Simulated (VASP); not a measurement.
TiAl3: single point with PBEsol

The system is TiAl3.

```xyz
4
Lattice="-1.8853 1.8853 4.3762 1.8853 -1.8853 4.3762 1.8853 1.8853 -4.3762" Properties=species:S:1:pos:R:3 pbc="T T T"
Ti    0.0000    0.0000    0.0000
Al    0.0000    0.0000    4.3762
Al   -0.0744    1.8853    2.1881
Al    1.9598    0.0000    2.1881
```

This cell differs from its parent crystal: mode 9 frozen in at -0.075 Å, strain +e along z and -e/2 along x and y +0.0233.

```json
{
 "Program": "VASP 6.6.1",
 "Task": "single point",
 "Functional": "PBEsol",
 "Potentials or basis": "VASP PAW PBE potentials, release 64 (Ti_sv, Al)",
 "Cutoff": "520 eV",
 "k mesh": "14 × 14 × 14",
 "Occupations": "gaussian, width 0.15 eV",
 "Spin": "no spin polarisation",
 "Dipole correction": "no",
 "Further INCAR settings": "ALGO = Fast; EDIFF = 1e-07; NBANDS = 18"
}
```

```json
{"Pressure": "0.9 GPa", "Largest force": "0.965 eV/Å"}
```

Forces on the atoms (eV/Å):
```
Ti   0.000  0.000  0.000
Al   0.000  0.000  0.000
Al   0.965  0.000 -0.006
Al  -0.965  0.000  0.006
```

Stress tensor (GPa, compression positive):
```
 3.14  0.00  0.77
 0.00  3.60  0.00
 0.77  0.00 -4.06
```

Levels at points of the mesh, in eV from the Fermi level:
| k point | band 7 | band 8 | band 9 | band 10 | band 11 | band 12 | band 13 | band 14 | band 15 | band 16 |
| --- | --- | --- | --- | --- | --- | --- | --- | --- | --- | --- |
| (0.00, 0.00, 0.00) | -2.90 | -1.39 | -1.13 | -1.09 | 0.89 | 1.94 | 1.96 | 2.21 | 2.69 | 3.59 |
| (0.50, 0.00, 0.00) | -3.70 | -3.10 | -0.96 | -0.40 | 0.59 | 1.91 | 2.28 | 2.71 | 3.36 | 4.33 |
| (0.00, 0.50, 0.00) | -3.59 | -3.11 | -1.04 | -0.31 | 0.55 | 1.91 | 2.63 | 2.70 | 3.26 | 4.32 |
| (0.50, 0.00, 0.50) | -3.79 | -3.08 | -0.90 | -0.46 | 0.60 | 1.90 | 1.91 | 2.71 | 3.43 | 4.35 |
| (0.50, 0.50, 0.00) | -4.33 | -3.78 | -2.63 | -2.31 | -1.07 | 1.86 | 2.04 | 2.48 | 2.78 | 2.99 |
| (0.50, 0.50, 0.50) | -1.89 | -0.74 | -0.70 | -0.30 | 0.72 | 0.74 | 0.99 | 2.99 | 4.88 | 5.65 |

Wall time 32 min on 1 thread of Intel(R) Xeon(R) 6975P-C (Granite Rapids), with other jobs on the host, peak memory 0.87 GiB.

Caveat: the cell differs from its parent crystal (mode 9 frozen in at -0.075 Å, strain +e along z and -e/2 along x and y +0.0233); the PAW data sets were made with another functional, which shifts forces and pressure a little.
